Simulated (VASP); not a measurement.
# Rb3Pt (Pm-3m) in VASP: settings compared

The runs below take Rb3Pt through single point, with LDA, PBE.

Everything below comes from runs of VASP 6.6.1. Logs are shortened: lines on timing, memory, paths and dates and some standing lists are left out, and cuts for length are marked.

## Step 1: The cell of the first run

The structure is cubic, space group Pm-3m (No. 221). Conventional cell: a = 5.499 Å, b = 5.499 Å, c = 5.499 Å, α = 90.00°, β = 90.00°, γ = 90.00°. Rb (site symmetry 4/mmm) has 8 Rb at 3.89 Å and 4 Pt at 3.89 Å within 5.1 Å. Within 5.1 Å of Pt (site symmetry m-3m) lie 12 Rb at 3.89 Å.

## Step 2: Single point, LDA

Input file INCAR:

```
PREC = Accurate
ENCUT = 500
EDIFF = 1E-6
ISMEAR = -1
SIGMA = 0.038
LREAL = False
LASPH = True
NELM = 120
ALGO = Normal
ISIF = 2
LWAVE = False
LCHARG = False
NBANDS = 26
GGA_COMPAT = False
```

Input file KPOINTS:

```
Automatic mesh
0
Gamma
  4 4 4
```

Input file POSCAR:

```
Rb3Pt
1.0
    5.4987900000      0.0000000000      0.0000000000
    0.0000000000      5.4987900000      0.0000000000
    0.0000000000      0.0000000000      5.4987900000
Rb Pt
3 1
Direct
    0.0000000000      0.0000000000      0.5000000000
    0.0000000000      0.5000000000      0.0000000000
    0.5000000000      0.0000000000      0.0000000000
    0.5000000000      0.5000000000      0.5000000000
```

Potentials or basis: VASP PAW LDA potentials, release 64 (Rb_sv, Pt).

Run with:

```bash
$ cat potpaw_LDA.64/Rb_sv/POTCAR potpaw_LDA.64/Pt/POTCAR > POTCAR
$ mpirun -np 1 vasp_std > vasp.out
```

OUTCAR:

```text
PREC = Accurate
   ENCUT = 500
   EDIFF = 1E-6
   ISMEAR = -1
   LREAL = False
   LASPH = True
   NELM = 120
   ISIF = 2

 ion  position               nearest neighbor table
   1  0.000  0.000  0.500-   2 3.89   3 3.89   4 3.89   2 3.89   3 3.89   2 3.89   4 3.89   2 3.89
                             3 3.89   4 3.89   3 3.89   4 3.89
   2  0.000  0.500  0.000-   1 3.89   3 3.89   4 3.89   1 3.89   4 3.89   1 3.89   3 3.89   1 3.89
                             3 3.89   4 3.89   4 3.89   3 3.89
   3  0.500  0.000  0.000-   1 3.89   2 3.89   4 3.89   1 3.89   4 3.89   2 3.89   4 3.89   4 3.89
                             1 3.89   2 3.89   1 3.89   2 3.89
   4  0.500  0.500  0.500-   1 3.89   2 3.89   3 3.89   2 3.89   3 3.89   1 3.89   3 3.89   3 3.89
                             1 3.89   2 3.89   2 3.89   1 3.89

  LATTYP: Found a simple cubic cell.
 ALAT       =     5.4987900000

  Lattice vectors:

 A1 = (   5.4987900000,   0.0000000000,   0.0000000000)
 A2 = (   0.0000000000,   5.4987900000,   0.0000000000)
 A3 = (   0.0000000000,   0.0000000000,   5.4987900000)

Analysis of symmetry for initial positions (statically):
=====================================================================
 Subroutine PRICEL returns:
 Original cell was already a primitive cell.

 Routine SETGRP: Setting up the symmetry group for a
 simple cubic supercell.

 Subroutine GETGRP returns: Found 48 space group operations
 (whereof 48 operations were pure point group operations)
 out of a pool of 48 trial point group operations.

The static configuration has the point symmetry O_h .

Analysis of symmetry for dynamics (positions and initial velocities):
=====================================================================
 Subroutine PRICEL returns:
 Original cell was already a primitive cell.

 Routine SETGRP: Setting up the symmetry group for a
 simple cubic supercell.

 Subroutine GETGRP returns: Found 48 space group operations
 (whereof 48 operations were pure point group operations)
 out of a pool of 48 trial point group operations.

The dynamic configuration has the point symmetry O_h .

 Subroutine INISYM returns: Found 48 space group operations
 (whereof 48 operations are pure point group operations),
 and found     1 'primitive' translations

----------------------------------------------------------------------------------------

                                     Primitive cell

  volume of cell :     166.2652

  direct lattice vectors                    reciprocal lattice vectors
     5.498790000  0.000000000  0.000000000     0.181858191  0.000000000  0.000000000
     0.000000000  5.498790000  0.000000000     0.000000000  0.181858191  0.000000000
     0.000000000  0.000000000  5.498790000     0.000000000  0.000000000  0.181858191

  length of vectors
     5.498790000  5.498790000  5.498790000     0.181858191  0.181858191  0.181858191

  position of ions in fractional coordinates (direct lattice)
     0.000000000  0.000000000  0.500000000
     0.000000000  0.500000000  0.000000000
     0.500000000  0.000000000  0.000000000
     0.500000000  0.500000000  0.500000000

  ion indices of the primitive-cell ions
   primitive index   ion index
                 1           1
                 2           2
                 3           3
                 4           4

----------------------------------------------------------------------------------------

 KPOINTS: Automatic mesh

Automatic generation of k-mesh.
 Grid dimensions read from file:
 generate k-points for:    4    4    4

 Generating k-lattice:

  Cartesian coordinates                     Fractional coordinates (reciprocal lattice)
     0.045464548  0.000000000  0.000000000     0.250000000  0.000000000  0.000000000
     0.000000000  0.045464548  0.000000000     0.000000000  0.250000000  0.000000000
     0.000000000  0.000000000  0.045464548     0.000000000  0.000000000  0.250000000

  Length of vectors
     0.045464548  0.045464548  0.045464548

  Shift w.r.t. Gamma in fractional coordinates (k-lattice)
     0.000000000  0.000000000  0.000000000

 Subroutine IBZKPT returns following result:
 ===========================================

 Found     10 irreducible k-points:

 Following reciprocal coordinates:
            Coordinates               Weight
  0.000000  0.000000  0.000000      1.000000
  0.250000  0.000000  0.000000      6.000000
  0.500000  0.000000  0.000000      3.000000
  0.250000  0.250000  0.000000     12.000000
  0.500000  0.250000  0.000000     12.000000
  0.500000  0.500000  0.000000      3.000000
  0.250000  0.250000  0.250000      8.000000
  0.500000  0.250000  0.250000     12.000000
  0.500000  0.500000  0.250000      6.000000
  0.500000  0.500000  0.500000      1.000000
   k-points           NKPTS =     10   k-points in BZ     NKDIM =     10   number of bands    NBANDS=     26
   number of dos      NEDOS =    301   number of ions     NIONS =      4
   total plane-waves  NPLWV =  64000
   dimension x,y,z NGX =    40 NGY =   40 NGZ =   40
   dimension x,y,z NGXF=    80 NGYF=   80 NGZF=   80
   ions per type =               3   1
   NGX,Y,Z   is equivalent  to a cutoff of  12.09, 12.09, 12.09 a.u.
   NGXF,Y,Z  is equivalent  to a cutoff of  24.19, 24.19, 24.19 a.u.
 SYSTEM =  unknown system
   PREC   = accura    normal or accurate (medium, high low for compatibility)
   ISTART =      0    job   : 0-new  1-cont  2-samecut
   ICHARG =      2    charge: 1-file 2-atom 10-const
   ISPIN  =      1    spin polarized calculation?
   LNONCOLLINEAR =      F non collinear calculations
   LSORBIT =      F    spin-orbit coupling
   LASPH  =      T    aspherical Exc in radial PAW
   ENCUT  =  500.0 eV  36.75 Ry    6.06 a.u.  10.03 10.03 10.03*2*pi/ulx,y,z
   NELM   =    120;   NELMIN=  2; NELMDL= -5     # of ELM steps
   EDIFF  = 0.1E-05   stopping-criterion for ELM
   LREAL  =      F    real-space projection
   EDIFFG = 0.1E-04   stopping-criterion for IOM
   NSW    =      0    number of steps for IOM
   IBRION =     -1    ionic relax: 0-MD 1-quasi-New 2-CG
   NFREE  =      0    steps in history (QN), initial steepest desc. (CG)
   ISIF   =      2    stress and relaxation
   ISYM   =      2    0-nonsym 1-usesym 2-fastsym
   POTIM  = 0.5000    time-step for ionic-motion
   TEBEG  =    0.0;   TEEND  =   0.0 temperature during run
   PSTRESS=    0.0 pullay stress
   NELECT =      37.0000    total number of electrons
   NUPDOWN=      -1.0000    fix difference up-down
   EMIN   =  10.00;   EMAX   =-10.00  energy-range for DOS
   EFERMI =   0.00;   METHOD = LEGACY
   ISMEAR =    -1;   SIGMA  =   0.04  broadening in eV -4-tet -1-fermi 0-gaus
   EFERMI_NEDOS =   21; number of points for ismear=-14 and -15
   IALGO  =     38    algorithm
   IMIX   =      4    mixing-type and parameters
     AMIX     =   0.40;   BMIX     =  1.00
     AMIX_MAG =   1.60;   BMIX_MAG =  1.00
  volume/ion in A,a.u.               =      41.57       280.50
  Fermi-wavevector in a.u.,A,eV,Ry     =   0.992068  1.874737 13.390849  0.984200
  Thomas-Fermi vector in A             =   2.123854
   LORBIT       =      0    0 simple, 1 ext, 2 COOP (PROOUT), +10 PAW based schemes
   GGA     = CA    functional components
   LHFCALC =     F    Hartree Fock is set to
   AEXX    =    0.0000 exact exchange contribution
   IVDW    =     0    specifies the selected vdW correction
   LEPSILON=     F    determine dielectric tensor
   LRPA    =     F    only Hartree local field effects (RPA)
 non-spin polarized calculation
  energy-cutoff  :      500.00
  volume of cell :      166.27
 maximum number of plane-waves:      4260
   NGX = 21   NGY = 21   NGZ = 21

 number of electron      36.9999998 magnetization

 Free energy of the ion-electron system (eV)
  ---------------------------------------------------
  ext. energy  EPLUGINS =         0.00000000
  ---------------------------------------------------
  free energy    TOTEN  =        -9.48178195 eV

  energy without entropy =       -9.46860924  energy(sigma->0) =       -9.47519559

 E-fermi :   1.4670     XC(G=0):  -8.0850

 val. band max:        1.4289684268   @ k =   0.2500   0.2500   0.0000
 cond. band min:       1.5316123692   @ k =   0.2500   0.2500   0.2500
 fundamental gap:      0.1026439424
 Fermi energy:         1.4670202716

 k-point     1 :       0.0000    0.0000    0.0000
  band No.  band energies     occupation
      1     -26.7600      2.00000
      2     -26.6440      2.00000
      3     -26.6440      2.00000
      4     -11.2664      2.00000
      5     -11.2664      2.00000
      6     -11.2664      2.00000
[... 18 lines left out ...]
     25       4.7546      0.00000
     26       4.7546      0.00000

 k-point     2 :       0.2500    0.0000    0.0000
  band No.  band energies     occupation
      1     -26.7452      2.00000
      2     -26.6587      2.00000
      3     -26.6438      2.00000
      4     -11.2183      2.00000
      5     -11.2183      2.00000
      6     -11.1920      2.00000
[... 18 lines left out ...]
     25       5.1127      0.00000
     26       5.1131      0.00000

 k-point     3 :       0.5000    0.0000    0.0000
  band No.  band energies     occupation
      1     -26.7213      2.00000
      2     -26.6826      2.00000
      3     -26.6436      2.00000
      4     -11.1565      2.00000
      5     -11.1565      2.00000
      6     -11.0340      2.00000
[... 18 lines left out ...]
     25       5.3152      0.00000
     26       5.4699      0.00000

 k-point     4 :       0.2500    0.2500    0.0000
  band No.  band energies     occupation
      1     -26.7321      2.00000
      2     -26.6631      2.00000
      3     -26.6522      2.00000
      4     -11.2822      2.00000
      5     -11.1671      2.00000
      6     -11.0439      2.00000
[... 18 lines left out ...]
     25       4.9744      0.00000
     26       5.3502      0.00000
[... 90 lines left out ...]
      1     -26.7016      2.00000
      2     -26.6821      2.00000
      3     -26.6627      2.00000
      4     -11.4264      2.00000
      5     -11.0556      2.00000
      6     -11.0130      2.00000
[... 18 lines left out ...]
     25       4.6356      0.00000
     26       5.6389      0.00000

 k-point     9 :       0.5000    0.5000    0.2500
  band No.  band energies     occupation
      1     -26.6820      2.00000
      2     -26.6819      2.00000
      3     -26.6819      2.00000
      4     -11.5103      2.00000
      5     -11.1216      2.00000
      6     -11.0293      2.00000
[... 18 lines left out ...]
     25       4.2781      0.00000
     26       5.9779      0.00000

 k-point    10 :       0.5000    0.5000    0.5000
  band No.  band energies     occupation
      1     -26.6817      2.00000
      2     -26.6817      2.00000
      3     -26.6817      2.00000
      4     -11.6184      2.00000
      5     -11.1160      2.00000
      6     -11.1160      2.00000
[... 18 lines left out ...]
     25       4.0515      0.00000
     26       6.2035      0.00000

------------------------ aborting loop because EDIFF is reached ----------------------------------------

  FORCE on cell =-STRESS in cart. coord.  units (eV):
  Direction    XX          YY          ZZ          XY          YZ          ZX
  --------------------------------------------------------------------------------------
  -------------------------------------------------------------------------------------
  Total       -2.1998688     -2.1998688     -2.1998688     -0.0000000     -0.0000000      0.0000000
  in kB      -21.1985404    -21.1985404    -21.1985404     -0.0000000     -0.0000000      0.0000000
  external PRESSURE =     -21.1985404 kB  Pullay stress =       0.0000000 kB

 VOLUME and BASIS-vectors are now :
 -----------------------------------------------------------------------------
  energy-cutoff  :      500.00
  volume of cell :      166.27
      direct lattice vectors                 reciprocal lattice vectors
     5.498790000  0.000000000  0.000000000     0.181858191  0.000000000  0.000000000
     0.000000000  5.498790000  0.000000000     0.000000000  0.181858191  0.000000000
     0.000000000  0.000000000  5.498790000     0.000000000  0.000000000  0.181858191

 POSITION                                       TOTAL-FORCE (eV/Angst)
 -----------------------------------------------------------------------------------
      0.00000      0.00000      2.74939         0.000000      0.000000      0.000000
      0.00000      2.74939      0.00000         0.000000      0.000000      0.000000
      2.74939      0.00000      0.00000         0.000000      0.000000      0.000000
      2.74939      2.74939      2.74939         0.000000      0.000000      0.000000
 -----------------------------------------------------------------------------------
    total drift:                               -0.000000      0.000000     -0.000000

  FREE ENERGIE OF THE ION-ELECTRON SYSTEM (eV)
  ---------------------------------------------------
  free  energy   TOTEN  =        -9.4817819535 eV

  energy  without entropy=       -9.4686092356  energy(sigma->0) =       -9.47519559
```

It took 35 s on 1 thread of Intel Xeon Platinum 8259CL at 2.50GHz (Skylake/Cascade Lake), shared host; peak memory 0.21 GiB.

Results:

- Free energy: -9.4818 eV
- Pressure: -2.1 GPa

Caveat: spin-orbit coupling is left out, which moves the levels of the heavy elements.

(Part 1 of 2 ends here.)
